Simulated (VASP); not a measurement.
GaP4, 5 atoms in the cell. It takes space group Cmmm (No. 65, orthorhombic). Conventional cell: a = 4.568 Å, b = 7.126 Å, c = 5.816 Å, α = 90.00°, β = 90.00°, γ = 90.00°. Within 3.7 Å of Ga (site symmetry mmm) lie 12 P at 2.82 to 3.22 Å. Within 3.0 Å of P (site symmetry m) lie 4 P at 2.23 to 2.78 Å and 1 Ga at 2.82 Å. 

```yaml
Program: VASP 6.6.1
Task: single point
Functional: PBE
Potentials_or_basis: VASP PAW PBE potentials, release 64 (Ga_d, P)
Cutoff: 520 eV
k_mesh: 4 × 4 × 4
Occupations: gaussian, width 0.1 eV
Spin: no spin polarisation
Dipole_correction: no
Further_INCAR_settings: ALGO = Normal; EDIFF = 1e-07; NBANDS = 24
```

Potentials or basis: VASP PAW PBE potentials, release 64 (Ga_d, P).

Command:

```sh
$ cat potpaw_PBE.64/Ga_d/POTCAR potpaw_PBE.64/P/POTCAR > POTCAR
$ mpirun -np 1 vasp_std > vasp.out
```

Hardware: 1 thread of Intel(R) Xeon(R) 6975P-C (Granite Rapids) (shared host).

Estimate the wall time of this run.

Run time: 18 s on 1 thread of Intel(R) Xeon(R) 6975P-C (Granite Rapids) (shared host), peak memory 0.22 GiB. Counts: scf iterations 14, k points 21.
